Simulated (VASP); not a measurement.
# LiF (Fm-3m) in VASP: settings compared, part 2 of 2

VASP 6.6.1. The steps go on from the part before.

## Step 3: Single point, r2SCAN (strain +4.0%)

POSCAR reads:

```
LiF
1.0
    0.0000000000      2.0746666070      2.0746666070
    2.0746666070      0.0000000000      2.0746666070
    2.0746666070      2.0746666070      0.0000000000
Li F
1 1
Direct
    0.0000000000      0.0000000000      0.0000000000
    0.5000000000      0.5000000000      0.5000000000
```

INCAR.step1 reads:

```
PREC = Accurate
ENCUT = 910
ISMEAR = 0
SIGMA = 0.01
LREAL = False
LASPH = True
NELM = 120
NBANDS = 12
GGA = PE
ALGO = Normal
EDIFF = 1E-5
LWAVE = True
LCHARG = False
GGA_COMPAT = False
```

INCAR.step2 reads:

```
PREC = Accurate
ENCUT = 910
EDIFF = 1E-6
ISMEAR = 0
SIGMA = 0.01
LREAL = False
LASPH = True
NELM = 120
ALGO = Normal
ISIF = 2
LWAVE = False
LCHARG = False
METAGGA = R2SCAN
LMIXTAU = True
NBANDS = 12
ISTART = 1
GGA_COMPAT = False
```

KPOINTS reads:

```
regular mesh
0
Gamma
  10 10 10
```

Potentials or basis: VASP PAW PBE potentials, release 64 (Li_sv, F_h).

On the command line:

```
$ cat potpaw_PBE.64/Li_sv/POTCAR potpaw_PBE.64/F_h/POTCAR > POTCAR
$ cp INCAR.step1 INCAR
$ mpirun -np 1 vasp_std > vasp.out
$ cp INCAR.step2 INCAR
$ mpirun -np 1 vasp_std > vasp.out
```

OUTCAR:

```text
PREC = Accurate
   ENCUT = 910
   EDIFF = 1E-6
   ISMEAR = 0
   LREAL = False
   LASPH = True
   NELM = 120
   ISIF = 2
   METAGGA = R2SCAN
   ISTART = 1

 ion  position               nearest neighbor table
   1  0.000  0.000  0.000-
   2  0.500  0.500  0.500-

  LATTYP: Found a face centered cubic cell.
 ALAT       =     4.1493332140

  Lattice vectors:

 A1 = (   0.0000000000,   2.0746666070,   2.0746666070)
 A2 = (   2.0746666070,   0.0000000000,   2.0746666070)
 A3 = (   2.0746666070,   2.0746666070,   0.0000000000)

Analysis of symmetry for initial positions (statically):
=====================================================================
 Subroutine PRICEL returns:
 Original cell was already a primitive cell.

 Routine SETGRP: Setting up the symmetry group for a
 face centered cubic supercell.

 Subroutine GETGRP returns: Found 48 space group operations
 (whereof 48 operations were pure point group operations)
 out of a pool of 48 trial point group operations.

The static configuration has the point symmetry O_h .

[... 164 lines left out ...]
 cond. band min:       7.7781401244   @ k =   0.0000   0.0000   0.0000
 fundamental gap:      9.4435089924
 Fermi energy:        -1.5355597339

 k-point     1 :       0.0000    0.0000    0.0000
  band No.  band energies     occupation
      1     -43.9133      2.00000
      2     -22.5345      2.00000
      3      -1.6654      2.00000
      4      -1.6654      2.00000
      5      -1.6654      2.00000
      6       7.7781      0.00000
      7      22.9770      0.00000
      8      22.9770      0.00000
      9      22.9770      0.00000
     10      23.1098      0.00000
     11      23.1099      0.00000
     12      23.1099      0.00000
[... 331 lines left out ...]
 k-point    24 :       0.4000    0.3000    0.0000
  band No.  band energies     occupation
      1     -43.8740      2.00000
      2     -22.1119      2.00000
      3      -3.7028      2.00000
      4      -2.4314      2.00000
      5      -2.3354      2.00000
      6      11.7458      0.00000
      7      15.6539      0.00000
      8      17.5158      0.00000
      9      19.0972      0.00000
     10      20.0908      0.00000
     11      31.9045      0.00000
     12      33.2310      0.00000

 [... further k-points ...]
[... 5 lines left out ...]
  --------------------------------------------------------------------------------------
  -------------------------------------------------------------------------------------
  Total       -0.9408412     -0.9408412     -0.9408412     -0.0000000      0.0000000     -0.0000000
  in kB      -84.4018510    -84.4018510    -84.4018510     -0.0000000      0.0000000     -0.0000000
  external PRESSURE =     -84.4018510 kB  Pullay stress =       0.0000000 kB

 VOLUME and BASIS-vectors are now :
 -----------------------------------------------------------------------------
  energy-cutoff  :      910.00
  volume of cell :       17.86
      direct lattice vectors                 reciprocal lattice vectors
     0.000000000  2.074666607  2.074666607    -0.241002578  0.241002578  0.241002578
     2.074666607  0.000000000  2.074666607     0.241002578 -0.241002578  0.241002578
     2.074666607  2.074666607  0.000000000     0.241002578  0.241002578 -0.241002578

 POSITION                                       TOTAL-FORCE (eV/Angst)
 -----------------------------------------------------------------------------------
      0.00000      0.00000      0.00000         0.000000     -0.000000     -0.000000
      2.07467      2.07467      2.07467        -0.000000      0.000000      0.000000
 -----------------------------------------------------------------------------------
    total drift:                                0.000000      0.000000      0.000000

  FREE ENERGIE OF THE ION-ELECTRON SYSTEM (eV)
  ---------------------------------------------------
  free  energy   TOTEN  =       -11.8616053079 eV

  energy  without entropy=      -11.8616053079  energy(sigma->0) =      -11.86160531
```

OUTCAR.step1:

```text
PREC = Accurate
   ENCUT = 910
   ISMEAR = 0
   LREAL = False
   LASPH = True
[... 582 lines left out ...]
      0.00000      0.00000      0.00000         0.000000     -0.000000     -0.000000
      2.07467      2.07467      2.07467        -0.000000      0.000000      0.000000
 -----------------------------------------------------------------------------------
    total drift:                                0.000000      0.000000      0.000000

  FREE ENERGIE OF THE ION-ELECTRON SYSTEM (eV)
  ---------------------------------------------------
  free  energy   TOTEN  =        -9.6338225717 eV

  energy  without entropy=       -9.6338225717  energy(sigma->0) =       -9.63382257
```

OSZICAR.step1:

```text
N       E                     dE             d eps       ncg     rms          rms(c)
DAV:   1     0.667634204334E+02    0.66763E+02   -0.71685E+03  1128   0.127E+03
DAV:   2    -0.591089587199E+01   -0.72674E+02   -0.68275E+02  1488   0.240E+02
DAV:   3    -0.100985224145E+02   -0.41876E+01   -0.41702E+01  1448   0.574E+01
DAV:   4    -0.101407403386E+02   -0.42218E-01   -0.42210E-01  1368   0.624E+00
DAV:   5    -0.101413102595E+02   -0.56992E-03   -0.56992E-03  1424   0.586E-01    0.466E+00
DAV:   6    -0.962533624017E+01    0.51597E+00   -0.25958E+00  1352   0.100E+01    0.166E+00
DAV:   7    -0.962740790552E+01   -0.20717E-02   -0.18791E-02  1420   0.183E+00    0.974E-01
DAV:   8    -0.963360358154E+01   -0.61957E-02   -0.20044E-02  1452   0.175E+00    0.160E-01
DAV:   9    -0.963369442319E+01   -0.90842E-04   -0.12961E-03  1336   0.385E-01    0.572E-02
DAV:  10    -0.963382175418E+01   -0.12733E-03   -0.25135E-04  1288   0.125E-01    0.997E-03
DAV:  11    -0.963382257171E+01   -0.81753E-06   -0.34437E-06  1208   0.208E-02
   1 F= -.96338226E+01 E0= -.96338226E+01  d E =-.175465E-84
```

Wall time 2.3 min (1 thread of AMD EPYC 7R43 (Zen 3), shared host); peak memory 0.15 GiB.

Results:

```yaml
Free_energy: -11.8616 eV
Pressure: -8.4 GPa
Band_gap_on_the_k_mesh: 9.44 eV
```

Caveat: the cell differs from its parent crystal (strain +4.0%); the cutoff is under 1.25 times the usual one of these potentials, so pressure, stress and relaxed cells hold a basis-set (Pulay) error; the cell stands under tension; the PAW data sets were made with another functional, which shifts forces and pressure a little.

## Step 4: Single point, PBE

This run uses another cell than the first one, of 7.94 Å³/atom.

INCAR reads:

```
SYSTEM = LiF
PREC     = Accurate       ! precision mode
ENCUT    = 520            ! plane-wave cutoff, eV
EDIFF    = 1E-6           ! SCF threshold, eV
ISMEAR   = 0              ! smearing method
SIGMA    = 0.01           ! smearing width, eV
LREAL    = .False.        ! projectors in reciprocal space
LASPH    = .True.         ! aspherical terms in the spheres
NELM     = 100            ! most SCF steps
ALGO     = Normal         ! electronic algorithm
ISIF     = 2              ! what is computed and relaxed
LWAVE    = .False.        ! write WAVECAR
LCHARG   = .True.         ! write CHGCAR
GGA      = PE             ! functional
LELF     = .True.         ! ELF
LVHAR    = .True.       
NBANDS   = 12             ! bands
```

KPOINTS reads:

```
regular mesh
0
Gamma
  6 6 6
  0 0 0
```

POSCAR reads:

```
LiF
1.0
    0.0000000000      1.9948717375      1.9948717375
    1.9948717375      0.0000000000      1.9948717375
    1.9948717375      1.9948717375      0.0000000000
Li F
1 1
Direct
    0.0000000000      0.0000000000      0.0000000000
    0.5000000000      0.5000000000      0.5000000000
```

Potentials or basis: VASP PAW PBE potentials, release 64 (Li_sv, F).

On the command line:

```
$ cat potpaw_PBE.64/Li_sv/POTCAR potpaw_PBE.64/F/POTCAR > POTCAR
$ mpirun -np 1 vasp_std > vasp.out
```

Run time: 2.1 s. Hardware: 1 thread of Intel Xeon 6975P-C (Granite Rapids), shared host; peak memory 0.12 GiB.

Results (log left out):

```yaml
Free_energy: -9.6283 eV
Band_gap_on_the_k_mesh: 9.35 eV
```

Levels at points of the mesh, in eV from the valence-band top:
| k point | band 3 | band 4 | band 5 | band 6 | band 7 | band 8 |
| --- | --- | --- | --- | --- | --- | --- |
| (0.00, 0.00, 0.00) | 0.00 | 0.00 | 0.00 | 9.35 | 24.35 | 24.35 |
| (0.50, 0.00, 0.00) | -2.60 | -0.24 | -0.24 | 10.92 | 17.08 | 19.12 |
| (0.50, 0.50, 0.00) | -3.13 | -1.04 | -1.04 | 15.08 | 16.61 | 17.80 |

Caveat: the k points lie up to 0.45 Å⁻¹ apart; the cutoff is under 1.25 times the usual one of these potentials, so pressure, stress and relaxed cells hold a basis-set (Pulay) error.

## Step 5: Single point, PBE (strain -4.0%)

INCAR reads:

```
PREC     = Accurate       # precision mode
ENCUT    = 520            # plane-wave cutoff, eV
EDIFF    = 1E-6           # SCF threshold, eV
ISMEAR   = 0              # smearing method
SIGMA    = 0.01           # smearing width, eV
LREAL    = F              # projectors in reciprocal space
LASPH    = T              # aspherical terms in the spheres
NELM     = 60             # most SCF steps
ALGO     = Normal         # electronic algorithm
ISIF     = 2              # what is computed and relaxed
LWAVE    = F              # write WAVECAR
LCHARG   = F              # write CHGCAR
GGA      = PE             # functional
NBANDS   = 12             # bands
```

KPOINTS reads:

```
regular mesh
0
Gamma
  6 6 6
```

POSCAR reads:

```
LiF
1.0
    0.0000000000      1.9150768680      1.9150768680
    1.9150768680      0.0000000000      1.9150768680
    1.9150768680      1.9150768680      0.0000000000
Li F
1 1
Direct
    0.0000000000      0.0000000000      0.0000000000
    0.5000000000      0.5000000000      0.5000000000
```

Potentials or basis: VASP PAW PBE potentials, release 64 (Li_sv, F).

On the command line:

```
$ cat potpaw_PBE.64/Li_sv/POTCAR potpaw_PBE.64/F/POTCAR > POTCAR
$ mpirun -np 1 vasp_std > vasp.out
```

OUTCAR:

```text
PREC = Accurate
   ENCUT = 520
   EDIFF = 1E-6
   ISMEAR = 0
   LREAL = F
   LASPH = T
   NELM = 60
   ISIF = 2
   GGA = PE

 ion  position               nearest neighbor table
   1  0.000  0.000  0.000-   2 1.92   2 1.92   2 1.92   2 1.92   2 1.92   2 1.92
   2  0.500  0.500  0.500-   1 1.92   1 1.92   1 1.92   1 1.92   1 1.92   1 1.92

  LATTYP: Found a face centered cubic cell.
 ALAT       =     3.8301537360

  Lattice vectors:

 A1 = (   0.0000000000,   1.9150768680,   1.9150768680)
 A2 = (   1.9150768680,   0.0000000000,   1.9150768680)
 A3 = (   1.9150768680,   1.9150768680,   0.0000000000)

Analysis of symmetry for initial positions (statically):
=====================================================================
 Subroutine PRICEL returns:
 Original cell was already a primitive cell.

 Routine SETGRP: Setting up the symmetry group for a
 face centered cubic supercell.

 Subroutine GETGRP returns: Found 48 space group operations
 (whereof 48 operations were pure point group operations)
 out of a pool of 48 trial point group operations.

The static configuration has the point symmetry O_h .

Analysis of symmetry for dynamics (positions and initial velocities):
=====================================================================
 Subroutine PRICEL returns:
 Original cell was already a primitive cell.

 Routine SETGRP: Setting up the symmetry group for a
 face centered cubic supercell.

 Subroutine GETGRP returns: Found 48 space group operations
 (whereof 48 operations were pure point group operations)
 out of a pool of 48 trial point group operations.

The dynamic configuration has the point symmetry O_h .

 Subroutine INISYM returns: Found 48 space group operations
 (whereof 48 operations are pure point group operations),
 and found     1 'primitive' translations

----------------------------------------------------------------------------------------

                                     Primitive cell

[... 110 lines left out ...]
   LEPSILON=     F    determine dielectric tensor
   LRPA    =     F    only Hartree local field effects (RPA)
 non-spin polarized calculation
 Gauss-broadening in eV      SIGMA  =   0.01
  energy-cutoff  :      520.00
  volume of cell :       14.05
 maximum number of plane-waves:       388
   NGX =  9   NGY =  9   NGZ =  9

 number of electron      10.0000000 magnetization

 number of electron       9.9999984 magnetization

 Free energy of the ion-electron system (eV)
  ---------------------------------------------------
  ext. energy  EPLUGINS =         0.00000000
  ---------------------------------------------------
  free energy    TOTEN  =        -9.50723633 eV

  energy without entropy =       -9.50723633  energy(sigma->0) =       -9.50723633

 E-fermi :   0.1095     XC(G=0): -10.7407

 val. band max:       -0.0054055611   @ k =   0.0000   0.0000   0.0000
 cond. band min:      10.5652862901   @ k =   0.0000   0.0000   0.0000
 fundamental gap:     10.5706918513
 Fermi energy:         0.1094766175

 k-point     1 :       0.0000    0.0000    0.0000
  band No.  band energies     occupation
      1     -40.6602      2.00000
      2     -20.4313      2.00000
      3      -0.0054      2.00000
      4      -0.0054      2.00000
      5      -0.0054      2.00000
      6      10.5653      0.00000
      7      25.8351      0.00000
      8      25.8351      0.00000
      9      25.8351      0.00000
     10      26.0195      0.00000
     11      26.0195      0.00000
     12      26.0195      0.00000
[... 211 lines left out ...]
 k-point    16 :      -0.3333    0.5000    0.1667
  band No.  band energies     occupation
      1     -40.5207      2.00000
      2     -19.5220      2.00000
      3      -3.1827      2.00000
      4      -1.9571      2.00000
      5      -1.0322      2.00000
      6      16.2734      0.00000
      7      16.5187      0.00000
      8      19.0631      0.00000
      9      21.4980      0.00000
     10      25.8113      0.00000
     11      34.0834      0.00000
     12      37.4295      0.00000

------------------------ aborting loop because EDIFF is reached ----------------------------------------

  FORCE on cell =-STRESS in cart. coord.  units (eV):
  Direction    XX          YY          ZZ          XY          YZ          ZX
  --------------------------------------------------------------------------------------
  -------------------------------------------------------------------------------------
  Total        1.5156730      1.5156730      1.5156730     -0.0000000      0.0000000     -0.0000000
  in kB      172.8731182    172.8731182    172.8731182     -0.0000000      0.0000000     -0.0000000
  external PRESSURE =     172.8731182 kB  Pullay stress =       0.0000000 kB

 VOLUME and BASIS-vectors are now :
 -----------------------------------------------------------------------------
  energy-cutoff  :      520.00
  volume of cell :       14.05
      direct lattice vectors                 reciprocal lattice vectors
     0.000000000  1.915076868  1.915076868    -0.261086126  0.261086126  0.261086126
     1.915076868  0.000000000  1.915076868     0.261086126 -0.261086126  0.261086126
     1.915076868  1.915076868  0.000000000     0.261086126  0.261086126 -0.261086126

 POSITION                                       TOTAL-FORCE (eV/Angst)
 -----------------------------------------------------------------------------------
      0.00000      0.00000      0.00000        -0.000000      0.000000     -0.000000
      1.91508      1.91508      1.91508         0.000000     -0.000000      0.000000
 -----------------------------------------------------------------------------------
    total drift:                                0.000000      0.000000      0.000000

  FREE ENERGIE OF THE ION-ELECTRON SYSTEM (eV)
  ---------------------------------------------------
  free  energy   TOTEN  =        -9.5072363338 eV

  energy  without entropy=       -9.5072363338  energy(sigma->0) =       -9.50723633
```

OSZICAR:

```text
N       E                     dE             d eps       ncg     rms          rms(c)
DAV:   1     0.331562385000E+02    0.33156E+02   -0.54933E+03   408   0.859E+02
DAV:   2    -0.899719875850E+01   -0.42153E+02   -0.41065E+02   456   0.197E+02
DAV:   3    -0.100197746375E+02   -0.10226E+01   -0.10204E+01   504   0.268E+01
DAV:   4    -0.100288356179E+02   -0.90610E-02   -0.90606E-02   432   0.280E+00
DAV:   5    -0.100289197182E+02   -0.84100E-04   -0.84100E-04   472   0.200E-01    0.459E+00
DAV:   6    -0.949515267756E+01    0.53377E+00   -0.23024E+00   424   0.988E+00    0.130E+00
DAV:   7    -0.950086875438E+01   -0.57161E-02   -0.26771E-02   488   0.142E+00    0.840E-01
DAV:   8    -0.950716820834E+01   -0.62995E-02   -0.12912E-02   476   0.120E+00    0.104E-01
DAV:   9    -0.950716370872E+01    0.44996E-05   -0.80846E-04   436   0.267E-01    0.391E-02
DAV:  10    -0.950723955485E+01   -0.75846E-04   -0.93944E-05   428   0.810E-02    0.133E-02
DAV:  11    -0.950723698310E+01    0.25717E-05   -0.46862E-06   496   0.203E-02    0.419E-03
DAV:  12    -0.950723633382E+01    0.64928E-06   -0.52047E-07   412   0.656E-03
   1 F= -.95072363E+01 E0= -.95072363E+01  d E =-.375642E-61
```

Run time: 1.7 s. Hardware: 1 thread of Intel Xeon 6975P-C (Granite Rapids), shared host; peak memory 0.11 GiB.

What came out:

```
Free energy            : -9.5072 eV
Band gap on the k mesh : 10.57 eV
```

Caveat: the k points lie up to 0.47 Å⁻¹ apart; the cell differs from its parent crystal (strain -4.0%); the cutoff is under 1.25 times the usual one of these potentials, so pressure, stress and relaxed cells hold a basis-set (Pulay) error.

## Step 6: The runs side by side

```tsv
level	potentials or basis	cell	k mesh	cutoff (eV)	gap on the mesh (eV)	pressure (GPa)
r2SCAN	VASP PAW PBE potentials, release 64 (Li_sv, F_h)	a = 2.906 Å, angles 60.0°, 2 atoms	10 × 10 × 10	910	9.70	-6.9
r2SCAN	VASP PAW PBE potentials, release 64 (Li_sv, F_h)	a = 2.934 Å, angles 60.0°, 2 atoms	10 × 10 × 10	910	9.44	-8.4
PBE	VASP PAW PBE potentials, release 64 (Li_sv, F)	a = 2.821 Å, angles 60.0°, 2 atoms	6 × 6 × 6	520	9.35	-
PBE	VASP PAW PBE potentials, release 64 (Li_sv, F)	a = 2.708 Å, angles 60.0°, 2 atoms	6 × 6 × 6	520	10.57	-
```

Alike in all rows: task single point; no spin polarisation; smearing gaussian 0.01 eV.

Caveats: some runs use coarse meshes; the cutoff is under 1.25 times the usual one of these potentials, so pressure, stress and relaxed cells hold a basis-set (Pulay) error; the cell stands under tension (at least some runs); the PAW data sets were made with another functional, which shifts forces and pressure a little (at least some runs).

Total energies depend on the potentials used, so only differences within one code and one set of settings carry meaning.
